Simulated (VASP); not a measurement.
# BN (CsCl type) (Pm-3m) in VASP: notebook

BN (CsCl type) is run at these levels: PBE; tasks: single point, relaxation of cell and atoms.

All numbers are computed with VASP 6.6.1; they aren't measurements. Logs are shortened: lines on timing, memory, paths and dates and some standing lists are left out, and cuts for length are marked.

### Step 1. The cell of the first run

It takes space group Pm-3m (No. 221, cubic). Conventional cell: a = 2.320 Å, b = 2.320 Å, c = 2.320 Å, α = 90.00°, β = 90.00°, γ = 90.00°. Within 2.7 Å of B (site symmetry m-3m) lie 8 N at 2.01 Å and 6 B at 2.32 Å. Within 2.7 Å of N (site symmetry m-3m) lie 8 B at 2.01 Å and 6 N at 2.32 Å.

### Step 2. Single point, PBE

Input file INCAR:

```
PREC = Accurate
ENCUT = 520
EDIFF = 1E-6
ISMEAR = -1
SIGMA = 0.05
LREAL = False
LASPH = True
NELM = 60
ALGO = Normal
ISIF = 2
LWAVE = False
LCHARG = False
GGA = PE
NBANDS = 11
```

Input file KPOINTS:

```
Automatic mesh
0
Gamma
  14 14 14
```

Input file POSCAR:

```
BN
1.0
    2.3203318186      0.0000000000      0.0000000000
    0.0000000000      2.3203318186      0.0000000000
    0.0000000000      0.0000000000      2.3203318186
B N
1 1
Direct
    0.0000000000      0.0000000000      0.0000000000
    0.5000000000      0.5000000000      0.5000000000
```

Potentials or basis: VASP PAW PBE potentials, release 64 (B, N).

Launch:

```
$ cat potpaw_PBE.64/B/POTCAR potpaw_PBE.64/N/POTCAR > POTCAR
$ mpirun -np 1 vasp_std > vasp.out
```

OUTCAR:

```text
PREC = Accurate
   ENCUT = 520
   EDIFF = 1E-6
   ISMEAR = -1
   LREAL = False
   LASPH = True
   NELM = 60
   ISIF = 2
   GGA = PE

 ion  position               nearest neighbor table
   1  0.000  0.000  0.000-
   2  0.500  0.500  0.500-

  LATTYP: Found a simple cubic cell.
 ALAT       =     2.3203318186

  Lattice vectors:

 A1 = (   2.3203318186,   0.0000000000,   0.0000000000)
 A2 = (   0.0000000000,   2.3203318186,   0.0000000000)
 A3 = (   0.0000000000,   0.0000000000,   2.3203318186)

Analysis of symmetry for initial positions (statically):
=====================================================================
 Subroutine PRICEL returns:
 Original cell was already a primitive cell.

 Routine SETGRP: Setting up the symmetry group for a
 simple cubic supercell.

 Subroutine GETGRP returns: Found 48 space group operations
 (whereof 48 operations were pure point group operations)
 out of a pool of 48 trial point group operations.

The static configuration has the point symmetry O_h .

Analysis of symmetry for dynamics (positions and initial velocities):
=====================================================================
 Subroutine PRICEL returns:
 Original cell was already a primitive cell.

 Routine SETGRP: Setting up the symmetry group for a
 simple cubic supercell.

 Subroutine GETGRP returns: Found 48 space group operations
 (whereof 48 operations were pure point group operations)
 out of a pool of 48 trial point group operations.

The dynamic configuration has the point symmetry O_h .

 Subroutine INISYM returns: Found 48 space group operations
 (whereof 48 operations are pure point group operations),
 and found     1 'primitive' translations

----------------------------------------------------------------------------------------

                                     Primitive cell

  volume of cell :      12.4925

  direct lattice vectors                    reciprocal lattice vectors
     2.320331819  0.000000000  0.000000000     0.430972843  0.000000000  0.000000000
     0.000000000  2.320331819  0.000000000     0.000000000  0.430972843  0.000000000
     0.000000000  0.000000000  2.320331819     0.000000000  0.000000000  0.430972843

  length of vectors
     2.320331819  2.320331819  2.320331819     0.430972843  0.430972843  0.430972843

[... 79 lines left out ...]
   NELM   =     60;   NELMIN=  2; NELMDL= -5     # of ELM steps
   EDIFF  = 0.1E-05   stopping-criterion for ELM
   LREAL  =      F    real-space projection
   EDIFFG = 0.1E-04   stopping-criterion for IOM
   NSW    =      0    number of steps for IOM
   IBRION =     -1    ionic relax: 0-MD 1-quasi-New 2-CG
   NFREE  =      0    steps in history (QN), initial steepest desc. (CG)
   ISIF   =      2    stress and relaxation
   ISYM   =      2    0-nonsym 1-usesym 2-fastsym
   POTIM  = 0.5000    time-step for ionic-motion
   TEBEG  =    0.0;   TEEND  =   0.0 temperature during run
   PSTRESS=    0.0 pullay stress
   NELECT =       8.0000    total number of electrons
   NUPDOWN=      -1.0000    fix difference up-down
   EMIN   =  10.00;   EMAX   =-10.00  energy-range for DOS
   EFERMI =   0.00;   METHOD = LEGACY
   ISMEAR =    -1;   SIGMA  =   0.05  broadening in eV -4-tet -1-fermi 0-gaus
   EFERMI_NEDOS =   21; number of points for ismear=-14 and -15
   IALGO  =     38    algorithm
   IMIX   =      4    mixing-type and parameters
     AMIX     =   0.40;   BMIX     =  1.00
     AMIX_MAG =   1.60;   BMIX_MAG =  1.00
  volume/ion in A,a.u.               =       6.25        42.15
  Fermi-wavevector in a.u.,A,eV,Ry     =   1.411090  2.666574 27.091583  1.991175
  Thomas-Fermi vector in A             =   2.532977
   LORBIT       =      0    0 simple, 1 ext, 2 COOP (PROOUT), +10 PAW based schemes
   GGA     = PE    functional components
   LHFCALC =     F    Hartree Fock is set to
   AEXX    =    0.0000 exact exchange contribution
   IVDW    =     0    specifies the selected vdW correction
   LEPSILON=     F    determine dielectric tensor
   LRPA    =     F    only Hartree local field effects (RPA)
 non-spin polarized calculation
  energy-cutoff  :      520.00
  volume of cell :       12.49
 maximum number of plane-waves:       356
 NGX is ok and might be reduce to    18
   NGX =  9   NGY =  9   NGZ =  9

 number of electron       8.0000000 magnetization

 Free energy of the ion-electron system (eV)
  ---------------------------------------------------
  ext. energy  EPLUGINS =         0.00000000
  ---------------------------------------------------
  free energy    TOTEN  =       -10.01487890 eV

  energy without entropy =      -10.00780562  energy(sigma->0) =      -10.01134226

 E-fermi :   9.0061     XC(G=0): -13.1723

 val. band max:        8.9806934252   @ k =   0.5000   0.2857   0.0714
 cond. band min:       9.0526708827   @ k =   0.4286   0.4286   0.1429
 fundamental gap:      0.0719774575
 Fermi energy:         9.0061020237

 k-point     1 :       0.0000    0.0000    0.0000
  band No.  band energies     occupation
      1     -12.0872      2.00000
      2       6.9184      2.00000
      3       6.9184      2.00000
      4       6.9184      2.00000
      5      10.5101      0.00000
      6      20.0199      0.00000
      7      20.0199      0.00000
      8      20.0199      0.00000
      9      21.1377      0.00000
     10      21.1377      0.00000
     11      43.8185      0.00000
[... 309 lines left out ...]
 k-point    24 :       0.3571    0.2143    0.0000
  band No.  band energies     occupation
      1      -8.6184      2.00000
      2      -0.7387      2.00000
      3       4.3523      2.00000
      4       9.3713      0.00135
      5      12.2295      0.00000
      6      15.0500      0.00000
      7      17.2070      0.00000
      8      17.9230      0.00000
      9      28.5931      0.00000
     10      33.1517      0.00000
     11      36.0718      0.00000

 [... further k-points ...]
[... 5 lines left out ...]
  --------------------------------------------------------------------------------------
  -------------------------------------------------------------------------------------
  Total       -0.0076420     -0.0076420     -0.0076420     -0.0000000     -0.0000000      0.0000000
  in kB       -0.9800984     -0.9800984     -0.9800984     -0.0000000     -0.0000000      0.0000000
  external PRESSURE =      -0.9800984 kB  Pullay stress =       0.0000000 kB

 VOLUME and BASIS-vectors are now :
 -----------------------------------------------------------------------------
  energy-cutoff  :      520.00
  volume of cell :       12.49
      direct lattice vectors                 reciprocal lattice vectors
     2.320331819  0.000000000  0.000000000     0.430972843  0.000000000  0.000000000
     0.000000000  2.320331819  0.000000000     0.000000000  0.430972843  0.000000000
     0.000000000  0.000000000  2.320331819     0.000000000  0.000000000  0.430972843

 POSITION                                       TOTAL-FORCE (eV/Angst)
 -----------------------------------------------------------------------------------
      0.00000      0.00000      0.00000         0.000000      0.000000      0.000000
      1.16017      1.16017      1.16017         0.000000      0.000000      0.000000
 -----------------------------------------------------------------------------------
    total drift:                                0.000000     -0.000000      0.000000

  FREE ENERGIE OF THE ION-ELECTRON SYSTEM (eV)
  ---------------------------------------------------
  free  energy   TOTEN  =       -10.0148789044 eV

  energy  without entropy=      -10.0078056212  energy(sigma->0) =      -10.01134226
```

OSZICAR:

```text
N       E                     dE             d eps       ncg     rms          rms(c)
DAV:   1     0.129503257846E+02    0.12950E+02   -0.47483E+03  2728   0.714E+02
DAV:   2    -0.991330623127E+01   -0.22864E+02   -0.21594E+02  3309   0.141E+02
DAV:   3    -0.105096039705E+02   -0.59630E+00   -0.57375E+00  3195   0.184E+01
DAV:   4    -0.105102609159E+02   -0.65695E-03   -0.65692E-03  2901   0.676E-01
DAV:   5    -0.105102612462E+02   -0.33030E-06   -0.33077E-06  3118   0.162E-02    0.498E+00
DAV:   6    -0.100780716605E+02    0.43219E+00   -0.44234E+00  2832   0.917E+00    0.236E+00
DAV:   7    -0.100148207368E+02    0.63251E-01   -0.34570E-01  2826   0.312E+00    0.110E+00
DAV:   8    -0.100154924122E+02   -0.67168E-03   -0.13969E-02  2895   0.105E+00    0.379E-01
DAV:   9    -0.100148873871E+02    0.60503E-03   -0.14067E-03  3027   0.230E-01    0.794E-02
DAV:  10    -0.100148801753E+02    0.72118E-05   -0.66224E-05  2991   0.672E-02    0.746E-03
DAV:  11    -0.100148788490E+02    0.13263E-05   -0.72063E-06  3002   0.120E-02    0.217E-03
DAV:  12    -0.100148789044E+02   -0.55455E-07   -0.33059E-07  1569   0.382E-03
   1 F= -.10014879E+02 E0= -.10011342E+02  d E =-.707328E-02
```

Run time: 22 s. Hardware: 1 thread of Intel Xeon 8259CL, shared host; peak memory 0.12 GiB.

What came out:

- Free energy: -10.0149 eV
- Pressure: -0.1 GPa
- Band gap on the k mesh: zero (band 4 reaches 9.92 eV, above the bottom of band 5 at 6.69 eV)

### Step 3. Single point, PBE

Input file INCAR:

```
ALGO     = Normal         # electronic algorithm
EDIFF    = 1E-7           # SCF threshold, eV
ENCUT    = 520            # plane-wave cutoff, eV
GGA      = PE             # functional
ISIF     = 2              # what is computed and relaxed
ISMEAR   = -1             # smearing method
LASPH    = T              # aspherical terms in the spheres
LCHARG   = T              # write CHGCAR
LELF     = T              # ELF
LREAL    = F              # projectors in reciprocal space
LVHAR    = T            
LWAVE    = F              # write WAVECAR
NBANDS   = 11             # bands
NELM     = 80             # most SCF steps
PREC     = Accurate       # precision mode
SIGMA    = 0.05           # smearing width, eV
```

Input file KPOINTS:

```
k-points
0
Gamma
  14 14 14
```

Input file POSCAR:

```
BN
1.0
    2.3202336177      0.0000000000      0.0000000000
    0.0000000000      2.3202336177      0.0000000000
    0.0000000000      0.0000000000      2.3202336177
B N
1 1
Direct
    0.0000000000      0.0000000000      0.0000000000
    0.5000000000      0.5000000000      0.5000000000
```

Potentials or basis: VASP PAW PBE potentials, release 64 (B, N).

Launch:

```
$ cat potpaw_PBE.64/B/POTCAR potpaw_PBE.64/N/POTCAR > POTCAR
$ mpirun -np 1 vasp_std > vasp.out
```

OUTCAR:

```text
EDIFF = 1E-7
   ENCUT = 520
   GGA = PE
   ISIF = 2
   ISMEAR = -1
   LASPH = T
   LREAL = F
   NELM = 80
   PREC = Accurate

 ion  position               nearest neighbor table
   1  0.000  0.000  0.000-
   2  0.500  0.500  0.500-

  LATTYP: Found a simple cubic cell.
 ALAT       =     2.3202336177

  Lattice vectors:

 A1 = (   2.3202336177,   0.0000000000,   0.0000000000)
[... 510 lines left out ...]
      3       4.3537      2.00000
      4       9.3731      0.00134
      5      12.2317      0.00000
      6      15.0528      0.00000
      7      17.2095      0.00000
      8      17.9258      0.00000
      9      28.5958      0.00000
     10      33.1551      0.00000
     11      36.0771      0.00000

 [... further k-points ...]
[... 5 lines left out ...]
  --------------------------------------------------------------------------------------
  -------------------------------------------------------------------------------------
  Total       -0.0052448     -0.0052448     -0.0052448      0.0000000      0.0000000     -0.0000000
  in kB       -0.6727351     -0.6727351     -0.6727351      0.0000000      0.0000000     -0.0000000
  external PRESSURE =      -0.6727351 kB  Pullay stress =       0.0000000 kB

 VOLUME and BASIS-vectors are now :
 -----------------------------------------------------------------------------
  energy-cutoff  :      520.00
  volume of cell :       12.49
      direct lattice vectors                 reciprocal lattice vectors
     2.320233618  0.000000000  0.000000000     0.430991083  0.000000000  0.000000000
     0.000000000  2.320233618  0.000000000     0.000000000  0.430991083  0.000000000
     0.000000000  0.000000000  2.320233618     0.000000000  0.000000000  0.430991083

 POSITION                                       TOTAL-FORCE (eV/Angst)
 -----------------------------------------------------------------------------------
      0.00000      0.00000      0.00000         0.000000      0.000000      0.000000
      1.16012      1.16012      1.16012         0.000000      0.000000      0.000000
 -----------------------------------------------------------------------------------
    total drift:                                0.000000     -0.000000      0.000000

  FREE ENERGIE OF THE ION-ELECTRON SYSTEM (eV)
  ---------------------------------------------------
  free  energy   TOTEN  =       -10.0148784665 eV

  energy  without entropy=      -10.0078053616  energy(sigma->0) =      -10.01134191
```

Wall time 20 s (1 thread of Intel Xeon 8259CL, shared host); peak memory 0.12 GiB.

What came out:

- Free energy: -10.0149 eV
- Pressure: -0.1 GPa
- Band gap on the k mesh: zero (band 4 reaches 9.92 eV, above the bottom of band 5 at 6.69 eV)

Levels at points of the mesh, in eV from the Fermi level:
| k point | band 2 | band 3 | band 4 | band 5 | band 6 | band 7 |
| --- | --- | --- | --- | --- | --- | --- |
| (0.00, 0.00, 0.00) | -2.09 | -2.09 | -2.09 | 1.51 | 11.02 | 11.02 |
| (0.50, 0.00, 0.00) | -12.65 | 0.53 | 0.53 | 4.22 | 6.92 | 6.92 |
| (0.50, 0.50, 0.00) | -9.40 | -9.40 | -3.56 | 1.59 | 8.45 | 8.45 |
| (0.50, 0.50, 0.50) | -4.87 | -4.87 | -4.87 | -1.38 | -1.38 | -1.38 |

### Step 4. Relaxation of cell and atoms, PBE, target pressure 0.002 GPa, at which the enthalpy is minimised

This run uses another cell than the first one, of 5.00 Å³/atom, 0.800 times its volume.

Input file INCAR:

```
PREC = Accurate ; ENCUT = 600
EDIFF = 1E-6 ; ISMEAR = -1
SIGMA = 0.05 ; LREAL = False
LASPH = True ; NELM = 60
ALGO = Normal ; ISIF = 3
LWAVE = False ; LCHARG = False
GGA = PE ; IBRION = 2
NSW = 60 ; EDIFFG = -0.005
PSTRESS = 0.02
```

Input file KPOINTS:

```
regular mesh
0
Gamma
  14 14 14
```

Input file POSCAR:

```
BN
1.0
    2.1543017654      0.0000000000      0.0000000000
    0.0000000000      2.1543017654      0.0000000000
    0.0000000000      0.0000000000      2.1543017654
B N
1 1
Direct
    0.0000000000      0.0000000000      0.0000000000
    0.5000000000      0.5000000000      0.5000000000
```

Launch:

```
$ cat potpaw_PBE.64/B/POTCAR potpaw_PBE.64/N/POTCAR > POTCAR
$ mpirun -np 1 vasp_std > vasp.out
```

It took 38 s on 1 thread of Intel Xeon 8259CL, shared host; peak memory 0.12 GiB.

It converged, with:

| Property | Result |
| --- | --- |
| Free energy | -10.0121 eV |
| Relaxed volume | 6.24 Å³/atom |
| Relaxed cell | a = 2.320 Å, b = 2.320 Å, c = 2.320 Å, α = 90.00°, β = 90.00°, γ = 90.00° |
| Space group after relaxing (to 0.05 Å) | Pm-3m (No. 221) |
| Energy change on relaxing (the enthalpy is what falls) | -273.5 meV/atom |
| Ionic steps | 3 |
| Pressure after relaxing | 0.1 GPa |
| Band gap on the k mesh | zero (band 4 reaches 9.93 eV, above the bottom of band 5 at 6.70 eV) |

The path:
```
step  energy change (eV)  largest force (eV/Å)  pressure (GPa)  volume (Å³)
   1              0.0000                0.0000           85.07        10.00
   2             -0.3793                0.0000          -25.42        14.35
   3             -0.5471                0.0000            0.11        12.48
```

Final structure:
```yaml
crystal:
  lattice:
    - [2.31967, 0.00000, 0.00000]
    - [0.00000, 2.31967, 0.00000]
    - [0.00000, 0.00000, 2.31967]
  atoms:
    - { symbol: B, position: [0.00000, 0.00000, 0.00000] }
    - { symbol: N, position: [0.50000, 0.50000, 0.50000] }
```

Levels at points of the mesh, in eV from the Fermi level:
```
           k point  band 1  band 2  band 3  band 4  band 5  band 6  band 7  band 8
(0.00, 0.00, 0.00)  -21.10   -2.09   -2.09   -2.09    1.51   11.02   11.02   11.02
(0.50, 0.00, 0.00)  -17.39  -12.66    0.53    0.53    4.23    6.92    6.92    7.24
(0.50, 0.50, 0.00)  -13.60   -9.41   -9.41   -3.56    1.59    8.46    8.46    9.03
(0.50, 0.50, 0.50)  -11.00   -4.88   -4.88   -4.88   -1.38   -1.38   -1.38    3.14
```

Caveat: the cell is relaxed towards a set pressure, so the enthalpy falls and the energy may rise; the volume moved by over 15 % at a fixed basis, so the end points are rough.

### Step 5. Relaxation of cell and atoms, PBE, target pressure 0.002 GPa, at which the enthalpy is minimised

Input file INCAR:

```
SYSTEM = BN
PREC = Accurate
ENCUT = 600
EDIFF = 1E-6
ISMEAR = -1
SIGMA = 0.05
LREAL = .FALSE.
LASPH = .TRUE.
NELM = 60
ALGO = Normal
ISIF = 3
LWAVE = .FALSE.
LCHARG = .FALSE.
GGA = PE
IBRION = 2
NSW = 32
EDIFFG = -0.005
PSTRESS = 0.02
```

Input file KPOINTS:

```
regular mesh
0
G
  14 14 14
  0 0 0
```

Input file POSCAR:

```
BN
1.0
    2.3203318186      0.0000000000      0.0000000000
    0.0000000000      2.3203318186      0.0000000000
    0.0000000000      0.0000000000      2.3203318186
B N
1 1
Direct
    0.0000000000      0.0000000000      0.0000000000
    0.5000000000      0.5000000000      0.5000000000
```

Launch:

```
$ cat potpaw_PBE.64/B/POTCAR potpaw_PBE.64/N/POTCAR > POTCAR
$ mpirun -np 1 vasp_std > vasp.out
```

It took 9.5 s on 1 thread of Intel Xeon 6975P-C (Granite Rapids), shared host; peak memory 0.12 GiB.

Results (log left out):

- Free energy: -10.0177 eV
- Relaxed volume: 6.24 Å³/atom
- Relaxed cell: a = 2.319 Å, b = 2.319 Å, c = 2.319 Å, α = 90.00°, β = 90.00°, γ = 90.00°
- Space group after relaxing (to 0.05 Å): Pm-3m (No. 221)
- Energy change on relaxing (the enthalpy is what falls): -0.0 meV/atom
- Ionic steps: 3
- Pressure after relaxing: 0.0 GPa
- Band gap on the k mesh: zero (band 4 reaches 9.94 eV, above the bottom of band 5 at 6.70 eV)

Final structure:
```yaml
crystal:
  lattice:
    - [2.31917, 0.00000, 0.00000]
    - [0.00000, 2.31917, 0.00000]
    - [0.00000, 0.00000, 2.31917]
  atoms:
    - { symbol: B, position: [0.00000, 0.00000, 0.00000] }
    - { symbol: N, position: [0.50000, 0.50000, 0.50000] }
```

Levels at points of the mesh, in eV from the Fermi level:
```tsv
k point	band 1	band 2	band 3	band 4	band 5	band 6	band 7	band 8
(0.00, 0.00, 0.00)	-21.11	-2.09	-2.09	-2.09	1.52	11.03	11.03	11.03
(0.50, 0.00, 0.00)	-17.39	-12.67	0.53	0.53	4.23	6.92	6.92	7.25
(0.50, 0.50, 0.00)	-13.60	-9.42	-9.42	-3.56	1.59	8.46	8.46	9.03
(0.50, 0.50, 0.50)	-11.00	-4.88	-4.88	-4.88	-1.38	-1.38	-1.38	3.14
```

Caveat: the cell is relaxed towards a set pressure, so the enthalpy falls and the energy may rise.

### Step 6. Overview

```csv
task,cell,cutoff (eV),gap on the mesh (eV),pressure (GPa)
single point,"a = 2.320 Å, 2 atoms",520,none,-0.1
relaxation of cell and atoms,"relaxed to 0.002 GPa from a = 2.154 Å, 2 atoms",600,none,0.1
relaxation of cell and atoms,"relaxed to 0.002 GPa from a = 2.320 Å, 2 atoms",600,none,0.0
```

Alike in all rows: level PBE; potentials or basis VASP PAW PBE potentials, release 64 (B, N); no spin polarisation; k mesh 14 × 14 × 14; smearing fermi-dirac 0.05 eV.

Caveats: the cell is relaxed towards a set pressure, so the enthalpy falls and the energy may rise (some runs); the volume moved by over 15 % at a fixed basis, so the end points are rough (some runs).

Absolute energies hang on the potentials; compare differences alone.
